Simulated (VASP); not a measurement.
# AgCl (Fm-3m) in VASP: a series of runs

AgCl is run at these levels: LAK, PBEsol+U; tasks: equation of state, single point.

All numbers are computed with VASP 6.6.1; they aren't measurements. Logs are shortened: lines on timing, memory, paths and dates and some standing lists are left out, and cuts for length are marked.

### 1 The cell of the first run

It takes space group Fm-3m (No. 225, cubic). Conventional cell: a = 5.470 Å, b = 5.470 Å, c = 5.470 Å, α = 90.00°, β = 90.00°, γ = 90.00°. Ag (site symmetry m-3m) has 6 Cl at 2.73 Å within 3.6 Å. Within 3.6 Å of Cl (site symmetry m-3m) lie 6 Ag at 2.73 Å.

### 2 Equation of state, LAK

File POSCAR.step1:

```
AgCl
1.0
    0.0000000000      2.6503575163      2.6503575163
    2.6503575163      0.0000000000      2.6503575163
    2.6503575163      2.6503575163      0.0000000000
Ag Cl
1 1
Direct
    0.0000000000      0.0000000000      0.0000000000
    0.5000000000      0.5000000000      0.5000000000
```

File POSCAR.step2:

```
AgCl
1.0
    0.0000000000      2.6791680073      2.6791680073
    2.6791680073      0.0000000000      2.6791680073
    2.6791680073      2.6791680073      0.0000000000
Ag Cl
1 1
Direct
    0.0000000000      0.0000000000      0.0000000000
    0.5000000000      0.5000000000      0.5000000000
```

File POSCAR.step3:

```
AgCl
1.0
    0.0000000000      2.7073718484      2.7073718484
    2.7073718484      0.0000000000      2.7073718484
    2.7073718484      2.7073718484      0.0000000000
Ag Cl
1 1
Direct
    0.0000000000      0.0000000000      0.0000000000
    0.5000000000      0.5000000000      0.5000000000
```

File POSCAR.step4:

```
AgCl
1.0
    0.0000000000      2.7350000000      2.7350000000
    2.7350000000      0.0000000000      2.7350000000
    2.7350000000      2.7350000000      0.0000000000
Ag Cl
1 1
Direct
    0.0000000000      0.0000000000      0.0000000000
    0.5000000000      0.5000000000      0.5000000000
```

File POSCAR.step5:

```
AgCl
1.0
    0.0000000000      2.7620809691      2.7620809691
    2.7620809691      0.0000000000      2.7620809691
    2.7620809691      2.7620809691      0.0000000000
Ag Cl
1 1
Direct
    0.0000000000      0.0000000000      0.0000000000
    0.5000000000      0.5000000000      0.5000000000
```

File POSCAR.step6:

```
AgCl
1.0
    0.0000000000      2.7886410693      2.7886410693
    2.7886410693      0.0000000000      2.7886410693
    2.7886410693      2.7886410693      0.0000000000
Ag Cl
1 1
Direct
    0.0000000000      0.0000000000      0.0000000000
    0.5000000000      0.5000000000      0.5000000000
```

File POSCAR.step7:

```
AgCl
1.0
    0.0000000000      2.8147046461      2.8147046461
    2.8147046461      0.0000000000      2.8147046461
    2.8147046461      2.8147046461      0.0000000000
Ag Cl
1 1
Direct
    0.0000000000      0.0000000000      0.0000000000
    0.5000000000      0.5000000000      0.5000000000
```

File INCAR:

```
SYSTEM = AgCl
METAGGA = LAK ; ISMEAR = 0
SIGMA = 0.03 ; LWAVE = .FALSE.
LCHARG = .FALSE. ; ISIF = 2
NSW = 0 ; PREC = Accurate
LASPH = .TRUE. ; LREAL = .FALSE.
ALGO = Normal ; EDIFF = 1E-7
NELM = 120 ; GGA_COMPAT = .FALSE.
ENCUT = 690 ; EFERMI = MIDGAP
LMIXTAU = .TRUE. ; KPAR = 2
```

File KPOINTS:

```
Automatic mesh
0
Gamma
  11 11 11
  0 0 0
```

Potentials or basis: VASP PAW PBE potentials, release 64 (Ag, Cl).

Run with:

```console
$ cat potpaw_PBE.64/Ag/POTCAR potpaw_PBE.64/Cl/POTCAR > POTCAR
$ cp POSCAR.step1 POSCAR
$ mpirun -np 2 vasp_std > vasp.out
$ cp POSCAR.step2 POSCAR
$ mpirun -np 2 vasp_std > vasp.out
$ cp POSCAR.step3 POSCAR
$ mpirun -np 2 vasp_std > vasp.out
$ cp POSCAR.step4 POSCAR
$ mpirun -np 2 vasp_std > vasp.out
$ cp POSCAR.step5 POSCAR
$ mpirun -np 2 vasp_std > vasp.out
$ cp POSCAR.step6 POSCAR
$ mpirun -np 2 vasp_std > vasp.out
$ cp POSCAR.step7 POSCAR
$ mpirun -np 2 vasp_std > vasp.out
```

OUTCAR:

```text
SYSTEM = AgCl
   METAGGA = LAK
   ISMEAR = 0
   ISIF = 2
   NSW = 0
   PREC = Accurate
   LASPH = .TRUE.
   LREAL = .FALSE.
   EDIFF = 1E-7
   NELM = 120
   ENCUT = 690
   EFERMI = MIDGAP

 ion  position               nearest neighbor table
   1  0.000  0.000  0.000-   2 2.81   2 2.81   2 2.81   2 2.81   2 2.81   2 2.81
   2  0.500  0.500  0.500-   1 2.81   1 2.81   1 2.81   1 2.81   1 2.81   1 2.81

  LATTYP: Found a face centered cubic cell.
 ALAT       =     5.6294092922

  Lattice vectors:

 A1 = (   0.0000000000,   2.8147046461,   2.8147046461)
 A2 = (   2.8147046461,   0.0000000000,   2.8147046461)
 A3 = (   2.8147046461,   2.8147046461,   0.0000000000)

Analysis of symmetry for initial positions (statically):
=====================================================================
 Subroutine PRICEL returns:
 Original cell was already a primitive cell.

 Routine SETGRP: Setting up the symmetry group for a
 face centered cubic supercell.

 Subroutine GETGRP returns: Found 48 space group operations
 (whereof 48 operations were pure point group operations)
 out of a pool of 48 trial point group operations.

The static configuration has the point symmetry O_h .

Analysis of symmetry for dynamics (positions and initial velocities):
=====================================================================
 Subroutine PRICEL returns:
 Original cell was already a primitive cell.

 Routine SETGRP: Setting up the symmetry group for a
 face centered cubic supercell.

 Subroutine GETGRP returns: Found 48 space group operations
 (whereof 48 operations were pure point group operations)
 out of a pool of 48 trial point group operations.

The dynamic configuration has the point symmetry O_h .

 Subroutine INISYM returns: Found 48 space group operations
 (whereof 48 operations are pure point group operations),
 and found     1 'primitive' translations

----------------------------------------------------------------------------------------

                                     Primitive cell

  volume of cell :      44.5993

  direct lattice vectors                    reciprocal lattice vectors
     0.000000000  2.814704646  2.814704646    -0.177638532  0.177638532  0.177638532
     2.814704646  0.000000000  2.814704646     0.177638532 -0.177638532  0.177638532
     2.814704646  2.814704646  0.000000000     0.177638532  0.177638532 -0.177638532

  length of vectors
     3.980593485  3.980593485  3.980593485     0.307678962  0.307678962  0.307678962

  position of ions in fractional coordinates (direct lattice)
     0.000000000  0.000000000  0.000000000
     0.500000000  0.500000000  0.500000000

  ion indices of the primitive-cell ions
   primitive index   ion index
                 1           1
                 2           2

----------------------------------------------------------------------------------------

 KPOINTS: Automatic mesh

Automatic generation of k-mesh.
 Grid dimensions read from file:
 generate k-points for:   11   11   11

 Generating k-lattice:

  Cartesian coordinates                     Fractional coordinates (reciprocal lattice)
    -0.016148957  0.016148957  0.016148957     0.090909091  0.000000000  0.000000000
     0.016148957 -0.016148957  0.016148957     0.000000000  0.090909091  0.000000000
     0.016148957  0.016148957 -0.016148957     0.000000000  0.000000000  0.090909091

  Length of vectors
     0.027970815  0.027970815  0.027970815

  Shift w.r.t. Gamma in fractional coordinates (k-lattice)
     0.000000000  0.000000000  0.000000000

 Subroutine IBZKPT returns following result:
 ===========================================

 Found     56 irreducible k-points:

 Following reciprocal coordinates:
            Coordinates               Weight
  0.000000  0.000000  0.000000      1.000000
  0.090909  0.000000  0.000000      8.000000
  0.181818  0.000000  0.000000      8.000000
  0.272727  0.000000  0.000000      8.000000
  0.363636  0.000000  0.000000      8.000000
  0.454545  0.000000  0.000000      8.000000
[... 16 lines left out ...]
 -0.272727  0.181818  0.000000     24.000000
 -0.181818  0.181818  0.000000     12.000000
 [... further k-points ...]
   k-points           NKPTS =     56   k-points in BZ     NKDIM =     56   number of bands    NBANDS=     13
   number of dos      NEDOS =    301   number of ions     NIONS =      2
   total plane-waves  NPLWV =  46656
   dimension x,y,z NGX =    36 NGY =   36 NGZ =   36
   dimension x,y,z NGXF=    72 NGYF=   72 NGZF=   72
   ions per type =               1   1
   NGX,Y,Z   is equivalent  to a cutoff of  15.04, 15.04, 15.04 a.u.
   NGXF,Y,Z  is equivalent  to a cutoff of  30.07, 30.07, 30.07 a.u.
 SYSTEM =  AgCl
   PREC   = accura    normal or accurate (medium, high low for compatibility)
   ISTART =      0    job   : 0-new  1-cont  2-samecut
   ICHARG =      2    charge: 1-file 2-atom 10-const
   ISPIN  =      1    spin polarized calculation?
   LNONCOLLINEAR =      F non collinear calculations
   LSORBIT =      F    spin-orbit coupling
   LASPH  =      T    aspherical Exc in radial PAW
   ENCUT  =  690.0 eV  50.71 Ry    7.12 a.u.   8.53  8.53  8.53*2*pi/ulx,y,z
   NELM   =    120;   NELMIN=  2; NELMDL=  0     # of ELM steps
   EDIFF  = 0.1E-06   stopping-criterion for ELM
   LREAL  =      F    real-space projection
   EDIFFG = 0.1E-05   stopping-criterion for IOM
   NSW    =      0    number of steps for IOM
   IBRION =     -1    ionic relax: 0-MD 1-quasi-New 2-CG
   NFREE  =      0    steps in history (QN), initial steepest desc. (CG)
   ISIF   =      2    stress and relaxation
   ISYM   =      2    0-nonsym 1-usesym 2-fastsym
   POTIM  = 0.5000    time-step for ionic-motion
   TEBEG  =    0.0;   TEEND  =   0.0 temperature during run

   SCALEE = 1.0000    scale energy and forces
   PSTRESS=    0.0 pullay stress
   NELECT =      18.0000    total number of electrons
   NUPDOWN=      -1.0000    fix difference up-down
   EMIN   =  10.00;   EMAX   =-10.00  energy-range for DOS
   EFERMI =   0.00;   METHOD = MIDGAP
   ISMEAR =     0;   SIGMA  =   0.03  broadening in eV -4-tet -1-fermi 0-gaus
   EFERMI_NEDOS =   21; number of points for ismear=-14 and -15
   IALGO  =     38    algorithm
   IMIX   =      4    mixing-type and parameters
     AMIX     =   0.40;   BMIX     =  1.00
     AMIX_MAG =   1.60;   BMIX_MAG =  1.00
  volume/ion in A,a.u.               =      22.30       150.49
  Fermi-wavevector in a.u.,A,eV,Ry     =   1.209826  2.286239 19.914554  1.463678
  Thomas-Fermi vector in A             =   2.345391
   LORBIT       =      0    0 simple, 1 ext, 2 COOP (PROOUT), +10 PAW based schemes
   METAGGA = LAK    functional components
   LHFCALC =     F    Hartree Fock is set to
   AEXX    =    0.0000 exact exchange contribution
   IVDW    =     0    specifies the selected vdW correction
   LEPSILON=     F    determine dielectric tensor
   LRPA    =     F    only Hartree local field effects (RPA)

   CSHIFT  =0.1000    complex shift for real part using Kramers Kronig

   OMEGAMAX=  -1.0    maximum frequency
 non-spin polarized calculation
 Gauss-broadening in eV      SIGMA  =   0.03
  energy-cutoff  :      690.00
  volume of cell :       44.60
 maximum number of plane-waves:      1857
 NGX is ok and might be reduce to    36
   NGX = 17   NGY = 17   NGZ = 17

 number of electron      17.9999999 magnetization

 Free energy of the ion-electron system (eV)
  ---------------------------------------------------
  ext. energy  EPLUGINS =         0.00000000
  ---------------------------------------------------
  free energy    TOTEN  =        26.15245318 eV

  energy without entropy =       26.15245318  energy(sigma->0) =       26.15245318

 E-fermi :   3.9621     XC(G=0): -10.0343

 val. band max:        3.0599978315   @ k =   0.4545   0.0000   0.0000
 cond. band min:       4.8641348271   @ k =   0.0000   0.0000   0.0000
 fundamental gap:      1.8041369955
 Fermi energy:         3.9620663293

 k-point     1 :       0.0000    0.0000    0.0000
  band No.  band energies     occupation
      1     -12.6224      2.00000
      2       0.8103      2.00000
      3       0.8103      2.00000
      4       0.8103      2.00000
      5       0.8911      2.00000
      6       0.8911      2.00000
      7       0.8911      2.00000
      8       0.9471      2.00000
      9       0.9471      2.00000
     10       4.8641      0.00000
     11      14.6581      0.00000
     12      14.6581      0.00000
     13      14.6581      0.00000

 k-point     2 :       0.0909    0.0000    0.0000
  band No.  band energies     occupation
      1     -12.5956      2.00000
      2       0.3530      2.00000
      3       0.3530      2.00000
      4       0.3689      2.00000
      5       0.9191      2.00000
      6       0.9191      2.00000
      7       1.0780      2.00000
      8       1.4334      2.00000
      9       1.4334      2.00000
     10       5.2172      0.00000
     11      13.7896      0.00000
     12      14.5498      0.00000
     13      14.5498      0.00000

 k-point     3 :       0.1818    0.0000    0.0000
  band No.  band energies     occupation
      1     -12.5223      2.00000
      2      -0.3026      2.00000
      3      -0.0977      2.00000
      4      -0.0977      2.00000
      5       0.9827      2.00000
      6       0.9827      2.00000
      7       1.2013      2.00000
      8       1.9775      2.00000
      9       1.9775      2.00000
     10       6.0452      0.00000
     11      12.5215      0.00000
     12      13.8728      0.00000
     13      13.8728      0.00000
[... 305 lines left out ...]
 k-point    23 :      -0.2727    0.1818    0.0000
  band No.  band energies     occupation
      1     -12.3185      2.00000
      2      -1.3600      2.00000
      3      -0.7626      2.00000
      4      -0.3959      2.00000
      5       1.0961      2.00000
      6       1.1831      2.00000
      7       1.4599      2.00000
      8       1.8535      2.00000
      9       3.0231      2.00000
     10       8.2973      0.00000
     11      10.3375      0.00000
     12      11.7633      0.00000
     13      12.4471      0.00000

 k-point    24 :      -0.1818    0.1818    0.0000
  band No.  band energies     occupation
      1     -12.3976      2.00000
      2      -1.0816      2.00000
      3      -0.6161      2.00000
      4      -0.1105      2.00000
      5       1.0282      2.00000
      6       1.1456      2.00000
      7       1.4851      2.00000
      8       1.5783      2.00000
      9       2.8320      2.00000
     10       7.4316      0.00000
     11      11.4176      0.00000
     12      11.9683      0.00000
     13      12.9158      0.00000

 [... further k-points ...]
[... 5 lines left out ...]
  --------------------------------------------------------------------------------------
  -------------------------------------------------------------------------------------
  Total        0.3840137      0.3840137      0.3840137      0.0000000     -0.0000000      0.0000000
  in kB       13.7952245     13.7952245     13.7952245      0.0000000     -0.0000000      0.0000000
  external PRESSURE =      13.7952245 kB  Pullay stress =       0.0000000 kB

 VOLUME and BASIS-vectors are now :
 -----------------------------------------------------------------------------
  energy-cutoff  :      690.00
  volume of cell :       44.60
      direct lattice vectors                 reciprocal lattice vectors
     0.000000000  2.814704646  2.814704646    -0.177638532  0.177638532  0.177638532
     2.814704646  0.000000000  2.814704646     0.177638532 -0.177638532  0.177638532
     2.814704646  2.814704646  0.000000000     0.177638532  0.177638532 -0.177638532

 POSITION                                       TOTAL-FORCE (eV/Angst)
 -----------------------------------------------------------------------------------
      0.00000      0.00000      0.00000         0.000000      0.000000      0.000000
      2.81470      2.81470      2.81470        -0.000000      0.000000     -0.000000
 -----------------------------------------------------------------------------------
    total drift:                                0.000000      0.000000      0.000000

  FREE ENERGIE OF THE ION-ELECTRON SYSTEM (eV)
  ---------------------------------------------------
  free  energy   TOTEN  =        26.1524531791 eV

  energy  without entropy=       26.1524531791  energy(sigma->0) =       26.15245318
```

It took 9.4 min on 2 MPI ranks of Intel Xeon 6975P-C (Granite Rapids), shared host; peak memory 0.23 GiB.

What came out:

| Quantity | Value |
| --- | --- |
| Equilibrium volume | 22.94 Å³/atom (rough: see the caveat) |
| Bulk modulus | 48 GPa (rough) |

Energy against volume, from the lowest point:
| volume (Å³/atom) | energy (meV/atom) |
| --- | --- |
| 18.617 | 175.73 |
| 19.231 | 120.94 |
| 19.845 | 78.46 |
| 20.458 | 46.53 |
| 21.072 | 23.65 |
| 21.686 | 8.53 |
| 22.300 | 0.00 |

Caveat: the minimum lies outside the volumes run; the PAW data sets were made with another functional, which shifts forces and pressure a little.

### 3 Single point, PBEsol+U

File POSCAR:

```
AgCl
1.0
    0.0000000000      2.7350000000      2.7350000000
    2.7350000000      0.0000000000      2.7350000000
    2.7350000000      2.7350000000      0.0000000000
Ag Cl
1 1
Direct
    0.0000000000      0.0000000000      0.0000000000
    0.5000000000      0.5000000000      0.5000000000
```

File INCAR.step1:

```
PREC     = Accurate       # precision mode
ENCUT    = 470            # plane-wave cutoff, eV
EDIFF    = 1E-6           # SCF threshold, eV
ISMEAR   = -1             # smearing method
SIGMA    = 0.05           # smearing width, eV
LREAL    = F              # projectors in reciprocal space
LASPH    = T              # aspherical terms in the spheres
NELM     = 200            # most SCF steps
ALGO     = Normal         # electronic algorithm
ISIF     = 2              # what is computed and relaxed
LWAVE    = F              # write WAVECAR
LCHARG   = T              # write CHGCAR
LMAXMIX  = 4              # l up to which the mixer works
LDAU     = T              # DFT+U
LDAUTYPE = 2            
LDAUL    = 2 -1           # shell
LDAUU    = 1 0            # U, eV
LDAUJ    = 0 0          
LDAUPRINT= 1            
GGA      = PS             # functional
NBANDS   = 20             # bands
GGA_COMPAT= F            
NEDOS    = 2001           # points of the DOS
LORBIT   = 11             # projections on sites
```

File KPOINTS.step1:

```
regular mesh
0
Gamma
  8 8 8
```

File INCAR.step2:

```
PREC     = Accurate       # precision mode
ENCUT    = 470            # plane-wave cutoff, eV
EDIFF    = 1E-6           # SCF threshold, eV
ISMEAR   = -5             # smearing method
SIGMA    = 0.05           # smearing width, eV
LREAL    = F              # projectors in reciprocal space
LASPH    = T              # aspherical terms in the spheres
NELM     = 200            # most SCF steps
ALGO     = Normal         # electronic algorithm
ISIF     = 2              # what is computed and relaxed
LWAVE    = F              # write WAVECAR
LCHARG   = F              # write CHGCAR
LMAXMIX  = 4              # l up to which the mixer works
LDAU     = T              # DFT+U
LDAUTYPE = 2            
LDAUL    = 2 -1           # shell
LDAUU    = 1 0            # U, eV
LDAUJ    = 0 0          
LDAUPRINT= 1            
GGA      = PS             # functional
LORBIT   = 11             # projections on sites
NEDOS    = 2001           # points of the DOS
ICHARG   = 11             # starting density
GGA_COMPAT= F
```

File KPOINTS.step2:

```
regular mesh
0
Gamma
  12 12 12
```

Potentials or basis: VASP PAW PBE potentials, release 64 (Ag_sv_GW, Cl).

Run with:

```console
$ cat potpaw_PBE.64/Ag_sv_GW/POTCAR potpaw_PBE.64/Cl/POTCAR > POTCAR
$ cp INCAR.step1 INCAR
$ cp KPOINTS.step1 KPOINTS
$ mpirun -np 1 vasp_std > vasp.out
$ cp INCAR.step2 INCAR
$ cp KPOINTS.step2 KPOINTS
$ mpirun -np 1 vasp_std > vasp.out
```

Run time: 24 s. Hardware: 1 thread of Intel Xeon Platinum 8559C (Emerald Rapids), shared host; peak memory 0.18 GiB.

It converged, with:

| Property | Result |
| --- | --- |
| Valence electrons inside the program's atomic spheres | Ag 16.81; Cl 5.04 |

Levels at points of the mesh, in eV from the valence-band top:
```tsv
k point	band 11	band 12	band 13	band 14	band 15	band 16
(0.00, 0.00, 0.00)	-2.39	-2.39	-2.39	0.87	10.82	10.82
(0.50, 0.00, 0.00)	-1.95	0.00	0.00	4.05	6.82	7.59
(0.50, 0.50, 0.00)	-2.18	-2.18	-2.07	2.32	7.88	8.73
```

Eigenvalues of the final occupation matrices:
```
    site  spin  trace               eigenvalues
site 1 d     1   4.37  0.87 0.87 0.87 0.88 0.88
site 1 d     2   4.37  0.87 0.87 0.87 0.88 0.88
```

Caveat: the PAW data sets were made with another functional, which shifts forces and pressure a little.
